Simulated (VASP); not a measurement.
The system is Na.

```
Na
1.0
     4.28000    0.00000    0.00000
     0.00000    4.28000    0.00000
     0.00000    0.00000    4.28000
Na
2
Direct
  0.00000 0.00000 0.00000
  0.50000 0.50000 0.50000
```

| Quantity | Value |
| --- | --- |
| Program | VASP 6.6.1 |
| Task | relaxation of cell and atoms |
| Functional | r2SCAN |
| Potentials or basis | VASP PAW PBE potentials, release 64 (Na_pv) |
| Cutoff | 600 eV |
| k mesh | 5 × 5 × 5 |
| Occupations | fermi-dirac, width 0.05 eV |
| Spin | no spin polarisation |

At the start: pressure -0.3 GPa; volume 39.20 Å³/atom.

Where does the relaxation end?

Over 5 steps the energy falls by 2.7 meV/atom and the volume is 37.26 Å³/atom (-5.0 %); space group Im-3m (No. 229, to 0.05 Å).

Step by step:
| step | energy change (eV) | largest force (eV/Å) | pressure (GPa) | volume (Å³) |
| --- | --- | --- | --- | --- |
| 1 | 0.0000 | 0.0000 | -0.29 | 78.40 |
| 2 | -0.0015 | 0.0000 | -0.24 | 77.61 |
| 3 | -0.0049 | 0.0000 | -0.11 | 75.25 |
| 4 | 0.0001 | 0.0000 | 0.62 | 70.69 |
| 5 | -0.0054 | 0.0000 | -0.03 | 74.51 |

Final structure:
```
CELL_PARAMETERS angstrom
4.20798 0.00000 0.00000
0.00000 4.20798 0.00000
0.00000 0.00000 4.20798
ATOMIC_POSITIONS crystal
Na 0.00000 0.00000 0.00000
Na 0.50000 0.50000 0.50000
```

Caveat: the PAW data sets were made with another functional, which shifts forces and pressure a little.
